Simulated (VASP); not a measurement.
# Si (I-42m) in VASP: single point with PBE

Aim: the single point of Si with PBE.

All numbers are computed with VASP 6.6.1; they aren't measurements. Logs are shortened: lines on timing, memory, paths and dates and some standing lists are left out, and cuts for length are marked.

## Step 1: The cell of the first run

Symmetry: I-42m, No. 121, tetragonal system. The conventional cell has a = 6.691 Å, b = 6.691 Å, c = 3.861 Å, α = 90.00°, β = 90.00°, γ = 90.00°. Si (site symmetry m) has 4 Si at 2.36 to 2.39 Å within 3.1 Å. Within 3.1 Å of Si (site symmetry m) lie 4 Si at 2.36 to 2.39 Å.

## Step 2: Single point, PBE (atoms displaced along a vibrational mode)

Contents of INCAR:

```
SYSTEM = Si
ALGO     = Normal         ! electronic algorithm
EDIFF    = 1E-7           ! SCF threshold, eV
ENCUT    = 520            ! plane-wave cutoff, eV
GGA      = PE             ! functional
ISIF     = 2              ! what is computed and relaxed
ISMEAR   = 0              ! smearing method
LASPH    = .True.         ! aspherical terms in the spheres
LCHARG   = .True.         ! write CHGCAR
LELF     = .True.         ! ELF
LREAL    = .False.        ! projectors in reciprocal space
LVHAR    = .True.       
LWAVE    = .False.        ! write WAVECAR
NBANDS   = 26             ! bands
NELM     = 80             ! most SCF steps
PREC     = Accurate       ! precision mode
SIGMA    = 0.05           ! smearing width, eV
```

Contents of KPOINTS:

```
k-points
0
Gamma
  10 10 4
  0 0 0
```

Contents of POSCAR:

```
Si
1.0
    0.0000000000      0.0000000000      3.8608359371
    3.3455832253     -3.3455832253     -1.9304179686
    6.6911664507      6.6911664507      0.0000000000
Si
8
Direct
   -0.0135203880      0.0000000000      0.1786105076
    0.4864796120      0.0000000000      0.6786105076
    0.4864796120      0.0000000000      0.3213894924
   -0.0135203880      0.0000000000      0.8213894924
    0.8349098804      0.6427789847      0.0000000000
    0.3349098804      0.6427789847      0.5000000000
    0.1921308957      0.3572210153      0.0000000000
    0.6921308957      0.3572210153      0.5000000000
```

Potentials or basis: VASP PAW PBE potentials, release 64 (Si).

Started as:

```
$ cat potpaw_PBE.64/Si/POTCAR > POTCAR
$ mpirun -np 1 vasp_std > vasp.out
```

OUTCAR:

```text
SYSTEM = Si
   EDIFF = 1E-7
   ENCUT = 520
   GGA = PE
   ISIF = 2
   ISMEAR = 0
   LASPH = .True.
   LREAL = .False.
   NELM = 80
   PREC = Accurate

 ion  position               nearest neighbor table
   1  0.986  0.000  0.179-   3 2.36   3 2.36   7 2.39   5 2.39
   2  0.486  0.000  0.679-   4 2.36   4 2.36   8 2.39   6 2.39
   3  0.486  0.000  0.321-   1 2.36   1 2.36   8 2.39   6 2.39
   4  0.986  0.000  0.821-   2 2.36   2 2.36   7 2.39   5 2.39
   5  0.835  0.643  0.000-   7 2.36   7 2.36   1 2.39   4 2.39
   6  0.335  0.643  0.500-   8 2.36   8 2.36   2 2.39   3 2.39
   7  0.192  0.357  0.000-   5 2.36   5 2.36   4 2.39   1 2.39
   8  0.692  0.357  0.500-   6 2.36   6 2.36   3 2.39   2 2.39

  LATTYP: Found a base centered orthorhombic cell.
 ALAT       =     3.8608359371
 B/A-ratio  =     2.4509558284
 C/A-ratio  =     2.4509558284

  Lattice vectors:

 A1 = (  -3.3455832253,   3.3455832253,   1.9304179686)
 A2 = (   3.3455832253,  -3.3455832253,   1.9304179685)
 A3 = (   6.6911664507,   6.6911664507,   0.0000000000)

Analysis of symmetry for initial positions (statically):
=====================================================================
 Subroutine PRICEL returns following result:

  LATTYP: Found a body centered tetragonal cell.
 ALAT       =     6.6911664506
 C/A-ratio  =     0.5770049162

  Lattice vectors:

 A1 = (  -3.3455832253,   3.3455832253,  -1.9304179685)
 A2 = (   3.3455832253,  -3.3455832253,  -1.9304179686)
 A3 = (  -3.3455832254,  -3.3455832254,   1.9304179686)

   2 primitive cells build up your supercell.

 Routine SETGRP: Setting up the symmetry group for a
 base centered orthorhombic supercell.

 Subroutine GETGRP returns: Found  4 space group operations
 (whereof  4 operations were pure point group operations)
 out of a pool of  8 trial point group operations.

The static configuration has the point symmetry C_2v.

Analysis of symmetry for dynamics (positions and initial velocities):
=====================================================================
 Subroutine PRICEL returns following result:

  LATTYP: Found a body centered tetragonal cell.
 ALAT       =     6.6911664506
 C/A-ratio  =     0.5770049162

  Lattice vectors:

 A1 = (  -3.3455832253,   3.3455832253,  -1.9304179685)
 A2 = (   3.3455832253,  -3.3455832253,  -1.9304179686)
 A3 = (  -3.3455832254,  -3.3455832254,   1.9304179686)

   2 primitive cells build up your supercell.

 Routine SETGRP: Setting up the symmetry group for a
 base centered orthorhombic supercell.

 Subroutine GETGRP returns: Found  4 space group operations
 (whereof  4 operations were pure point group operations)
 out of a pool of  8 trial point group operations.

The dynamic configuration has the point symmetry C_2v.

 Subroutine INISYM returns: Found  4 space group operations
 (whereof  4 operations are pure point group operations),
 and found     2 'primitive' translations

----------------------------------------------------------------------------------------

                                     Primitive cell

  volume of cell :      86.4281

  direct lattice vectors                    reciprocal lattice vectors
    -3.345583225  3.345583225 -1.930417968    -0.149450773  0.000000000 -0.259011265
     3.345583225 -3.345583225 -1.930417969    -0.000000000 -0.149450773 -0.259011265
    -3.345583225 -3.345583225  1.930417969    -0.149450773 -0.149450773  0.000000000

  length of vectors
     5.110026200  5.110026200  5.110026200     0.299035732  0.299035732  0.211355310

  position of ions in fractional coordinates (direct lattice)
     0.834909880  0.834909880  0.642778985
     0.192130896  0.192130896  0.357221015
     0.165090120  0.807869104  0.000000000
     0.807869104  0.165090120  0.000000000

  ion indices of the primitive-cell ions
   primitive index   ion index
                 1           1
                 2           4
                 3           5
                 4           7

----------------------------------------------------------------------------------------

 KPOINTS: k-points

Automatic generation of k-mesh.
 Grid dimensions read from file:
 generate k-points for:   10   10    4

 Generating k-lattice:

  Cartesian coordinates                     Fractional coordinates (reciprocal lattice)
     0.007472539 -0.007472539  0.025901126     0.100000000 -0.000000000  0.000000000
     0.014945077 -0.014945077  0.000000000     0.000000000  0.100000000  0.000000000
     0.018681347  0.018681347  0.000000000     0.000000000  0.000000000  0.250000000

  Length of vectors
     0.027974024  0.021135531  0.026419414

  Shift w.r.t. Gamma in fractional coordinates (k-lattice)
     0.000000000  0.000000000  0.000000000

 Subroutine IBZKPT returns following result:
 ===========================================

 Found     93 irreducible k-points:

 Following reciprocal coordinates:
            Coordinates               Weight
  0.000000  0.000000  0.000000      1.000000
  0.100000  0.000000  0.000000      4.000000
  0.200000  0.000000  0.000000      4.000000
  0.300000  0.000000  0.000000      4.000000
  0.400000  0.000000  0.000000      4.000000
  0.500000  0.000000  0.000000      2.000000
[... 16 lines left out ...]
  0.000000  0.300000  0.000000      2.000000
  0.100000  0.300000  0.000000      4.000000
 [... further k-points ...]
   k-points           NKPTS =     93   k-points in BZ     NKDIM =     93   number of bands    NBANDS=     26
   number of dos      NEDOS =    301   number of ions     NIONS =      8
   total plane-waves  NPLWV =  84000
   dimension x,y,z NGX =    30 NGY =   40 NGZ =   70
   dimension x,y,z NGXF=    60 NGYF=   80 NGZF=  140
   ions per type =               8
   NGX,Y,Z   is equivalent  to a cutoff of  12.92, 13.01, 12.30 a.u.
   NGXF,Y,Z  is equivalent  to a cutoff of  25.84, 26.03, 24.60 a.u.
 SYSTEM =  Si
   PREC   = accura    normal or accurate (medium, high low for compatibility)
   ISTART =      0    job   : 0-new  1-cont  2-samecut
   ICHARG =      2    charge: 1-file 2-atom 10-const
   ISPIN  =      1    spin polarized calculation?
   LNONCOLLINEAR =      F non collinear calculations
   LSORBIT =      F    spin-orbit coupling
   LASPH  =      T    aspherical Exc in radial PAW
   ENCUT  =  520.0 eV  38.22 Ry    6.18 a.u.   7.18  9.50 17.59*2*pi/ulx,y,z
   NELM   =     80;   NELMIN=  2; NELMDL= -5     # of ELM steps
   EDIFF  = 0.1E-06   stopping-criterion for ELM
   LREAL  =      F    real-space projection
   EDIFFG = 0.1E-05   stopping-criterion for IOM
   NSW    =      0    number of steps for IOM
   IBRION =     -1    ionic relax: 0-MD 1-quasi-New 2-CG
   NFREE  =      0    steps in history (QN), initial steepest desc. (CG)
   ISIF   =      2    stress and relaxation
   ISYM   =      2    0-nonsym 1-usesym 2-fastsym
   POTIM  = 0.5000    time-step for ionic-motion
   TEBEG  =    0.0;   TEEND  =   0.0 temperature during run
   PSTRESS=    0.0 pullay stress
   NELECT =      32.0000    total number of electrons
   NUPDOWN=      -1.0000    fix difference up-down
   EMIN   =  10.00;   EMAX   =-10.00  energy-range for DOS
   EFERMI =   0.00;   METHOD = LEGACY
   ISMEAR =     0;   SIGMA  =   0.05  broadening in eV -4-tet -1-fermi 0-gaus
   EFERMI_NEDOS =   21; number of points for ismear=-14 and -15
   IALGO  =     38    algorithm
   IMIX   =      4    mixing-type and parameters
     AMIX     =   0.40;   BMIX     =  1.00
     AMIX_MAG =   1.60;   BMIX_MAG =  1.00
  volume/ion in A,a.u.               =      21.61       145.81
  Fermi-wavevector in a.u.,A,eV,Ry     =   0.933032  1.763175 11.844531  0.870548
  Thomas-Fermi vector in A             =   2.059691
   LORBIT       =      0    0 simple, 1 ext, 2 COOP (PROOUT), +10 PAW based schemes
   GGA     = PE    functional components
   LHFCALC =     F    Hartree Fock is set to
   AEXX    =    0.0000 exact exchange contribution
   IVDW    =     0    specifies the selected vdW correction
   LEPSILON=     F    determine dielectric tensor
   LRPA    =     F    only Hartree local field effects (RPA)
 non-spin polarized calculation
 Gauss-broadening in eV      SIGMA  =   0.05
  energy-cutoff  :      520.00
  volume of cell :      172.86
 maximum number of plane-waves:      4690
 NGX is ok and might be reduce to    30
   NGX = 15   NGY = 19   NGZ = 35

 number of electron      32.0000002 magnetization

 Free energy of the ion-electron system (eV)
  ---------------------------------------------------
  ext. energy  EPLUGINS =         0.00000000
  ---------------------------------------------------
  free energy    TOTEN  =       -42.56625505 eV

  energy without entropy =      -42.56625505  energy(sigma->0) =      -42.56625505

 E-fermi :   5.4538     XC(G=0):  -9.0221

 val. band max:        5.2876103372   @ k =   0.0000   0.5000   0.0000
 cond. band min:       5.6283353026   @ k =   0.5000   0.2000   0.0000
 fundamental gap:      0.3407249654
 Fermi energy:         5.4537705622

 k-point     1 :       0.0000    0.0000    0.0000
  band No.  band energies     occupation
      1      -6.6423      2.00000
      2      -5.6490      2.00000
      3      -4.7362      2.00000
      4      -2.4988      2.00000
      5      -0.2374      2.00000
      6      -0.2374      2.00000
[... 18 lines left out ...]
     25       8.5526      0.00000
     26       9.2219      0.00000

 k-point     2 :       0.1000    0.0000    0.0000
  band No.  band energies     occupation
      1      -6.5466      2.00000
      2      -5.5623      2.00000
      3      -4.6406      2.00000
      4      -2.4662      2.00000
      5      -0.4107      2.00000
      6      -0.2424      2.00000
[... 18 lines left out ...]
     25       8.6245      0.00000
[... 608 lines left out ...]
     25       9.3486      0.00000
     26       9.6455      0.00000

 k-point    24 :       0.1000    0.3000    0.0000
  band No.  band energies     occupation
      1      -5.9368      2.00000
      2      -4.8822      2.00000
      3      -4.4504      2.00000
      4      -4.0934      2.00000
      5      -3.0266      2.00000
      6      -0.0799      2.00000
[... 18 lines left out ...]
     25       9.4445      0.00000
     26       9.7995      0.00000

 [... further k-points ...]

------------------------ aborting loop because EDIFF is reached ----------------------------------------

  FORCE on cell =-STRESS in cart. coord.  units (eV):
  Direction    XX          YY          ZZ          XY          YZ          ZX
  --------------------------------------------------------------------------------------
  -------------------------------------------------------------------------------------
  Total       -0.1901864     -0.1901864     -0.1153640      0.0006982     -0.0000000      0.0000000
  in kB       -1.7628082     -1.7628082     -1.0692913      0.0064718     -0.0000000      0.0000000
  external PRESSURE =      -1.5316359 kB  Pullay stress =       0.0000000 kB

 VOLUME and BASIS-vectors are now :
 -----------------------------------------------------------------------------
  energy-cutoff  :      520.00
  volume of cell :      172.86
      direct lattice vectors                 reciprocal lattice vectors
     0.000000000  0.000000000  3.860835937     0.074725387 -0.074725387  0.259011265
     3.345583225 -3.345583225 -1.930417969     0.149450773 -0.149450773  0.000000000
     6.691166451  6.691166451  0.000000000     0.074725387  0.074725387  0.000000000

 POSITION                                       TOTAL-FORCE (eV/Angst)
 -----------------------------------------------------------------------------------
      1.19511      1.19511      3.80864        -0.016025     -0.016025      0.118437
      4.54070      4.54070      1.87822        -0.016025     -0.016025      0.118437
      2.15047      2.15047      1.87822         0.016025      0.016025      0.118437
      5.49605      5.49605      3.80864         0.016025      0.016025      0.118437
      2.15047     -2.15047      1.98262         0.016001     -0.016001     -0.118437
      5.49605      1.19511      0.05220         0.016001     -0.016001     -0.118437
      1.19511     -1.19511      0.05220        -0.016001      0.016001     -0.118437
      4.54070      2.15047      1.98262        -0.016001      0.016001     -0.118437
 -----------------------------------------------------------------------------------
    total drift:                               -0.000000      0.000000     -0.000015

  FREE ENERGIE OF THE ION-ELECTRON SYSTEM (eV)
  ---------------------------------------------------
  free  energy   TOTEN  =       -42.5662550545 eV

  energy  without entropy=      -42.5662550499  energy(sigma->0) =      -42.56625505
```

It took 13 min on 1 thread of AMD EPYC 7R13, shared host; peak memory 0.46 GiB.

Results:

```yaml
Free_energy: -42.5663 eV
Pressure: -0.2 GPa
Largest_force: 0.121 eV/Å
Band_gap_on_the_k_mesh: 0.34 eV
```

Forces on the atoms (eV/Å):
```
Si  -0.016 -0.016  0.118
Si  -0.016 -0.016  0.118
Si   0.016  0.016  0.118
Si   0.016  0.016  0.118
Si   0.016 -0.016 -0.118
Si   0.016 -0.016 -0.118
Si  -0.016  0.016 -0.118
Si  -0.016  0.016 -0.118
```

Caveat: the cell differs from its parent crystal (atoms displaced along a vibrational mode).
